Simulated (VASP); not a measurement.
# Zr in VASP: further runs

Runs on Zr. Level: PBEsol. Tasks: single point, relaxation of cell and atoms.

Program: VASP 6.6.1. These are calculated values, not measurements. Logs are shortened: lines on timing, memory, paths and dates and some standing lists are left out, and cuts for length are marked.

### 1 The cell of the first run

The structure is tetragonal, space group I4/mmm (No. 139). Conventional cell: a = 3.180 Å, b = 3.180 Å, c = 4.837 Å, α = 90.00°, β = 90.00°, γ = 90.00°. Zr (site symmetry 4/mmm) has 12 Zr at 3.18 to 3.30 Å within 4.2 Å.

### 2 Single point, PBEsol

INCAR reads:

```
SYSTEM = Zr
PREC = Accurate
ENCUT = 500
EDIFF = 1E-6
ISMEAR = 0
SIGMA = 0.1
LREAL = .False.
LASPH = .True.
NELM = 120
ALGO = Normal
ISIF = 2
LWAVE = .False.
LCHARG = .False.
GGA = PS
NBANDS = 12
GGA_COMPAT = .False.
```

KPOINTS reads:

```
Automatic mesh
0
Gamma
  8 8 8
  0 0 0
```

POSCAR reads:

```
Zr
1.0
   -1.5897807136      1.5897807136      2.4186194363
    1.5897807136     -1.5897807136      2.4186194363
    1.5897807136      1.5897807136     -2.4186194363
Zr
1
Direct
    0.0000000000      0.0000000000      0.0000000000
```

Potentials or basis: VASP PAW PBE potentials, release 64 (Zr_sv).

On the command line:

```console
$ cat potpaw_PBE.64/Zr_sv/POTCAR > POTCAR
$ mpirun -np 1 vasp_std > vasp.out
```

OUTCAR:

```text
SYSTEM = Zr
   PREC = Accurate
   ENCUT = 500
   EDIFF = 1E-6
   ISMEAR = 0
   LREAL = .False.
   LASPH = .True.
   NELM = 120
   ISIF = 2
   GGA = PS

 ion  position               nearest neighbor table
   1  0.000  0.000  0.000-

  LATTYP: Found a body centered tetragonal cell.
 ALAT       =     3.1795614272
 C/A-ratio  =     1.5213541186

  Lattice vectors:

 A1 = (  -1.5897807136,   1.5897807136,   2.4186194363)
 A2 = (   1.5897807136,  -1.5897807136,   2.4186194363)
 A3 = (   1.5897807136,   1.5897807136,  -2.4186194363)

Analysis of symmetry for initial positions (statically):
=====================================================================
 Subroutine PRICEL returns:
 Original cell was already a primitive cell.

 Routine SETGRP: Setting up the symmetry group for a
 body centered tetragonal supercell.

 Subroutine GETGRP returns: Found 16 space group operations
 (whereof 16 operations were pure point group operations)
 out of a pool of 16 trial point group operations.

The static configuration has the point symmetry D_4h.

Analysis of symmetry for dynamics (positions and initial velocities):
=====================================================================
 Subroutine PRICEL returns:
 Original cell was already a primitive cell.

 Routine SETGRP: Setting up the symmetry group for a
 body centered tetragonal supercell.

 Subroutine GETGRP returns: Found 16 space group operations
 (whereof 16 operations were pure point group operations)
 out of a pool of 16 trial point group operations.

The dynamic configuration has the point symmetry D_4h.

 Subroutine INISYM returns: Found 16 space group operations
 (whereof 16 operations are pure point group operations),
 and found     1 'primitive' translations

----------------------------------------------------------------------------------------

                                     Primitive cell

  volume of cell :      24.4513

  direct lattice vectors                    reciprocal lattice vectors
    -1.589780714  1.589780714  2.418619436     0.000000000  0.314508785  0.206729505
     1.589780714 -1.589780714  2.418619436     0.314508785  0.000000000  0.206729505
     1.589780714  1.589780714 -2.418619436     0.314508785  0.314508785  0.000000000

  length of vectors
     3.302200087  3.302200087  3.302200087     0.376367990  0.376367990  0.444782589

  position of ions in fractional coordinates (direct lattice)
[... 78 lines left out ...]
   LREAL  =      F    real-space projection
   EDIFFG = 0.1E-04   stopping-criterion for IOM
   NSW    =      0    number of steps for IOM
   IBRION =     -1    ionic relax: 0-MD 1-quasi-New 2-CG
   NFREE  =      0    steps in history (QN), initial steepest desc. (CG)
   ISIF   =      2    stress and relaxation
   ISYM   =      2    0-nonsym 1-usesym 2-fastsym
   POTIM  = 0.5000    time-step for ionic-motion
   TEBEG  =    0.0;   TEEND  =   0.0 temperature during run
   PSTRESS=    0.0 pullay stress
   NELECT =      12.0000    total number of electrons
   NUPDOWN=      -1.0000    fix difference up-down
   EMIN   =  10.00;   EMAX   =-10.00  energy-range for DOS
   EFERMI =   0.00;   METHOD = LEGACY
   ISMEAR =     0;   SIGMA  =   0.10  broadening in eV -4-tet -1-fermi 0-gaus
   EFERMI_NEDOS =   21; number of points for ismear=-14 and -15
   IALGO  =     38    algorithm
   IMIX   =      4    mixing-type and parameters
     AMIX     =   0.40;   BMIX     =  1.00
     AMIX_MAG =   1.60;   BMIX_MAG =  1.00
  volume/ion in A,a.u.               =      24.45       165.01
  Fermi-wavevector in a.u.,A,eV,Ry     =   1.291322  2.440245 22.687889  1.667513
  Thomas-Fermi vector in A             =   2.423099
   LORBIT       =      0    0 simple, 1 ext, 2 COOP (PROOUT), +10 PAW based schemes
   GGA     = PS    functional components
   LHFCALC =     F    Hartree Fock is set to
   AEXX    =    0.0000 exact exchange contribution
   IVDW    =     0    specifies the selected vdW correction
   LEPSILON=     F    determine dielectric tensor
   LRPA    =     F    only Hartree local field effects (RPA)
 non-spin polarized calculation
 Gauss-broadening in eV      SIGMA  =   0.10
  energy-cutoff  :      500.00
  volume of cell :       24.45
 maximum number of plane-waves:       644
   NGX = 13   NGY = 13   NGZ = 13

 number of electron      12.0000000 magnetization

 Free energy of the ion-electron system (eV)
  ---------------------------------------------------
  ext. energy  EPLUGINS =         0.00000000
  ---------------------------------------------------
  free energy    TOTEN  =        -8.98199929 eV

  energy without entropy =       -8.97080241  energy(sigma->0) =       -8.97640085

 E-fermi :   8.1942     XC(G=0): -10.9776

 val. band max:        8.1879293991   @ k =  -0.2500   0.3750   0.1250
 cond. band min:       8.2170786699   @ k =   0.5000   0.1250   0.0000
 fundamental gap:      0.0291492708
 Fermi energy:         8.1942114715

 k-point     1 :       0.0000    0.0000    0.0000
  band No.  band energies     occupation
      1     -40.4676      2.00000
      2     -18.0802      2.00000
      3     -18.0582      2.00000
      4     -18.0582      2.00000
      5       2.7521      2.00000
      6       8.7216      0.00000
      7       9.4711      0.00000
      8       9.4711      0.00000
      9      10.8888      0.00000
     10      11.9360      0.00000
     11      18.7139      0.00000
     12      21.5347      0.00000
[... 331 lines left out ...]
 k-point    24 :       0.3750    0.1250    0.1250
  band No.  band energies     occupation
      1     -40.3257      2.00000
      2     -18.7956      2.00000
      3     -18.3967      2.00000
      4     -18.2639      2.00000
      5       6.4969      2.00000
      6       7.3874      2.00000
      7       8.7283      0.00000
      8       9.9125      0.00000
      9      12.7896      0.00000
     10      14.6913      0.00000
     11      16.6021      0.00000
     12      21.1147      0.00000

 [... further k-points ...]
[... 5 lines left out ...]
  --------------------------------------------------------------------------------------
  -------------------------------------------------------------------------------------
  Total       -1.0676541     -1.0676541     -1.5168893      0.0000000     -0.0000000      0.0000000
  in kB      -69.9582913    -69.9582913    -99.3945286      0.0000000     -0.0000000      0.0000000
  external PRESSURE =     -79.7703704 kB  Pullay stress =       0.0000000 kB

 VOLUME and BASIS-vectors are now :
 -----------------------------------------------------------------------------
  energy-cutoff  :      500.00
  volume of cell :       24.45
      direct lattice vectors                 reciprocal lattice vectors
    -1.589780714  1.589780714  2.418619436     0.000000000  0.314508785  0.206729505
     1.589780714 -1.589780714  2.418619436     0.314508785  0.000000000  0.206729505
     1.589780714  1.589780714 -2.418619436     0.314508785  0.314508785  0.000000000

 POSITION                                       TOTAL-FORCE (eV/Angst)
 -----------------------------------------------------------------------------------
      0.00000      0.00000      0.00000        -0.000000     -0.000000      0.000000
 -----------------------------------------------------------------------------------
    total drift:                                0.000000      0.000000      0.000000

  FREE ENERGIE OF THE ION-ELECTRON SYSTEM (eV)
  ---------------------------------------------------
  free  energy   TOTEN  =        -8.9819992922 eV

  energy  without entropy=       -8.9708024085  energy(sigma->0) =       -8.97640085
```

stdout:

```text
POSCAR found type information on POSCAR Zr
 POSCAR found :  1 types and       1 ions
 scaLAPACK will be used
 -----------------------------------------------------------------------------
|                                                                             |
|                                                                             |
|     You enforced a specific xc type in the INCAR file but a different       |
|     I HOPE YOU KNOW WHAT YOU ARE DOING!                                     |
|                                                                             |
 -----------------------------------------------------------------------------

 LDA part: xc-table for (Slater+PW92), standard interpolation
 POSCAR, INCAR and KPOINTS ok, starting setup
 FFT: planning ... GRIDC
 FFT: planning ... GRID_SOFT
 FFT: planning ... GRID
 WAVECAR not read
 entering main loop
```

It took 9.8 s on 1 thread of Intel Xeon Platinum 8488C (Sapphire Rapids), shared host; peak memory 0.14 GiB.

Results:

* Free energy: -8.9820 eV
* Pressure: -8.0 GPa
* Band gap on the k mesh: zero (bands 6 and 7 overlap by 1.15 eV)

Stress tensor (GPa, compression positive):
```
-7.00  0.00  0.00
 0.00 -7.00  0.00
 0.00  0.00 -9.94
```

Levels at points of the mesh, in eV from the Fermi level:
| k point | band 2 | band 3 | band 4 | band 5 | band 6 | band 7 | band 8 | band 9 | band 10 | band 11 |
| --- | --- | --- | --- | --- | --- | --- | --- | --- | --- | --- |
| (0.00, 0.00, 0.00) | -26.27 | -26.25 | -26.25 | -5.44 | 0.53 | 1.28 | 1.28 | 2.69 | 3.74 | 10.52 |
| (0.50, 0.00, 0.00) | -27.09 | -26.41 | -26.32 | -2.79 | 0.46 | 0.99 | 1.23 | 4.75 | 5.11 | 9.00 |
| (0.50, 0.50, 0.00) | -27.04 | -26.65 | -26.53 | -2.75 | -1.99 | 3.14 | 4.82 | 5.01 | 5.80 | 8.82 |
| (0.50, 0.50, 0.50) | -27.02 | -26.48 | -26.48 | -2.80 | -1.90 | 2.09 | 5.01 | 5.38 | 5.38 | 10.02 |

Caveat: the cell stands under tension; the PAW data sets were made with another functional, which shifts forces and pressure a little.

### 3 Single point, PBEsol

This run uses another cell than the first one: it holds 2 atoms, not 1.

INCAR reads:

```
PREC = Accurate
ENCUT = 500
EDIFF = 1E-6
ISMEAR = 0
SIGMA = 0.1
LREAL = False
LASPH = True
NELM = 120
ALGO = Normal
ISIF = 2
LWAVE = False
LCHARG = True
GGA = PS
LELF = True
LVHAR = True
NBANDS = 19
GGA_COMPAT = False
```

KPOINTS reads:

```
regular mesh
0
Gamma
  6 6 6
```

POSCAR reads:

```
Zr
1.0
    1.5639932564      0.9029719276      5.2295977651
   -1.5639932564      0.9029719276      5.2295977651
    0.0000000000     -1.8059438551      5.2295977651
Zr
2
Direct
    0.2500152705      0.2500152705      0.2500152705
    0.7499847295      0.7499847295      0.7499847295
```

Potentials or basis: VASP PAW PBE potentials, release 64 (Zr_sv).

On the command line:

```console
$ cat potpaw_PBE.64/Zr_sv/POTCAR > POTCAR
$ mpirun -np 1 vasp_std > vasp.out
```

Run time: 44 s. Hardware: 1 thread of Intel Xeon Platinum 8488C (Sapphire Rapids), shared host; peak memory 0.23 GiB.

Results (log left out):

| Quantity | Value |
| --- | --- |
| Free energy | -18.1001 eV |
| Pressure | 0.0 GPa |
| Band gap on the k mesh | zero (bands 12 and 13 overlap by 1.16 eV) |

Forces on the atoms (eV/Å):
```
Zr   0.000  0.000 -0.002
Zr   0.000  0.000  0.002
```

Stress tensor (GPa, compression positive):
```
 0.08  0.00  0.00
 0.00  0.08  0.00
 0.00  0.00 -0.07
```

Levels at points of the mesh, in eV from the Fermi level:
| k point | band 9 | band 10 | band 11 | band 12 | band 13 | band 14 | band 15 | band 16 |
| --- | --- | --- | --- | --- | --- | --- | --- | --- |
| (0.00, 0.00, 0.00) | -5.61 | -3.06 | 0.79 | 0.89 | 0.89 | 1.13 | 1.13 | 1.16 |
| (0.50, 0.00, 0.00) | -2.18 | -2.18 | -1.18 | -1.18 | 0.57 | 0.57 | 2.66 | 2.66 |
| (0.50, 0.50, 0.00) | -3.14 | -3.04 | -2.33 | 0.62 | 0.98 | 1.41 | 3.32 | 5.41 |
| (0.50, 0.50, 0.50) | -3.95 | -3.95 | -0.07 | -0.07 | 1.37 | 1.37 | 1.37 | 1.37 |

Caveat: the k points lie up to 0.39 Å⁻¹ apart, too coarse for converged energies and pressures of a metal; the PAW data sets were made with another functional, which shifts forces and pressure a little.

### 4 Relaxation of cell and atoms, PBEsol

INCAR reads:

```
PREC     = Accurate       # precision mode
ENCUT    = 500            # plane-wave cutoff, eV
EDIFF    = 1E-7           # SCF threshold, eV
ISMEAR   = 0              # smearing method
SIGMA    = 0.1            # smearing width, eV
LREAL    = False          # projectors in reciprocal space
LASPH    = True           # aspherical terms in the spheres
NELM     = 120            # most SCF steps
ALGO     = Normal         # electronic algorithm
ISIF     = 3              # what is computed and relaxed
LWAVE    = False          # write WAVECAR
LCHARG   = False          # write CHGCAR
GGA      = PS             # functional
IBRION   = 2              # ionic algorithm
NSW      = 90             # ionic steps
EDIFFG   = -0.04          # ionic threshold
GGA_COMPAT= False        
NELMIN   = 4
```

KPOINTS reads:

```
regular mesh
0
Gamma
  8 8 8
```

POSCAR reads:

```
Zr
1.0
   -1.5897807136      1.5897807136      2.4186194363
    1.5897807136     -1.5897807136      2.4186194363
    1.5897807136      1.5897807136     -2.4186194363
Zr
1
Direct
    0.0000000000      0.0000000000      0.0000000000
```

On the command line:

```console
$ cat potpaw_PBE.64/Zr_sv/POTCAR > POTCAR
$ mpirun -np 1 vasp_std > vasp.out
```

Wall time 46 s (1 thread of Intel Xeon Platinum 8488C (Sapphire Rapids), shared host); peak memory 0.15 GiB.

The run converged. Its results:

| Quantity | Value |
| --- | --- |
| Free energy | -9.0562 eV |
| Relaxed volume | 22.18 Å³/atom |
| Relaxed cell | a = 3.154 Å, b = 3.154 Å, c = 3.154 Å, α = 119.99°, β = 119.99°, γ = 90.01° |
| Space group after relaxing (to 0.1 Å) | Fm-3m (No. 225) |
| Energy gained by relaxing | 74.2 meV/atom |
| Ionic steps | 10 |
| Pressure after relaxing | 0.0 GPa |
| Band gap on the k mesh | zero (bands 6 and 7 overlap by 1.38 eV) |

The path:
| step | energy change (eV) | largest force (eV/Å) | pressure (GPa) | volume (Å³) |
| --- | --- | --- | --- | --- |
| 1 | 0.0000 | 0.0000 | -7.98 | 24.45 |
| 2 | -0.0168 | 0.0000 | 9.91 | 20.39 |
| 3 | -0.0653 | 0.0000 | 0.16 | 22.14 |
| 4 | -0.0653 | 0.0000 | 0.36 | 22.09 |
| 5 | -0.0709 | 0.0000 | 0.43 | 22.08 |
| 6 | -0.0737 | 0.0000 | 0.58 | 22.05 |
| 7 | -0.0739 | 0.0000 | 0.64 | 22.04 |
| 8 | -0.0739 | 0.0000 | 0.67 | 22.04 |
| 9 | -0.0736 | 0.0000 | -0.96 | 22.40 |
| 10 | -0.0742 | 0.0000 | 0.00 | 22.18 |

Final structure:
```xyz
1
Lattice="-1.5771 1.5771 2.2298 1.5771 -1.5771 2.2298 1.5771 1.5771 -2.2298" Properties=species:S:1:pos:R:3 pbc="T T T"
Zr    3.1541    0.0000    0.0000
```

Levels at points of the mesh, in eV from the Fermi level:
| k point | band 4 | band 5 | band 6 | band 7 | band 8 | band 9 |
| --- | --- | --- | --- | --- | --- | --- |
| (0.00, 0.00, 0.00) | -25.95 | -5.63 | 1.01 | 1.01 | 1.02 | 3.58 |
| (0.50, 0.00, 0.00) | -26.09 | -3.05 | 0.81 | 0.81 | 1.32 | 5.51 |
| (0.50, 0.50, 0.00) | -26.35 | -3.16 | -2.33 | 3.30 | 5.51 | 6.07 |
| (0.50, 0.50, 0.50) | -26.35 | -3.16 | -2.33 | 3.30 | 5.51 | 6.07 |

Caveat: the PAW data sets were made with another functional, which shifts forces and pressure a little.

### 5 The runs side by side

| task | cell | k mesh | gap on the mesh (eV) | pressure (GPa) |
| --- | --- | --- | --- | --- |
| single point | a = 3.302 Å, angles 122.4, 122.4, 85.8°, 1 atom, atomic positions A | 8 × 8 × 8 | none | -8.0 |
| single point | a = 5.533 Å, angles 32.8°, 2 atoms, atomic positions B | 6 × 6 × 6 | none | 0.0 |
| relaxation of cell and atoms | relaxed from a = 3.302 Å, angles 122.4, 122.4, 85.8°, 1 atom, atomic positions A | 8 × 8 × 8 | none | 0.0 |

Alike in all rows: level PBEsol; potentials or basis VASP PAW PBE potentials, release 64 (Zr_sv); no spin polarisation; cutoff (eV) 500; smearing gaussian 0.1 eV.

Caveats: some runs use coarse meshes; the PAW data sets were made with another functional, which shifts forces and pressure a little; the cell stands under tension (at least some runs).

Total energies depend on the potentials used, so only differences within one code and one set of settings carry meaning.
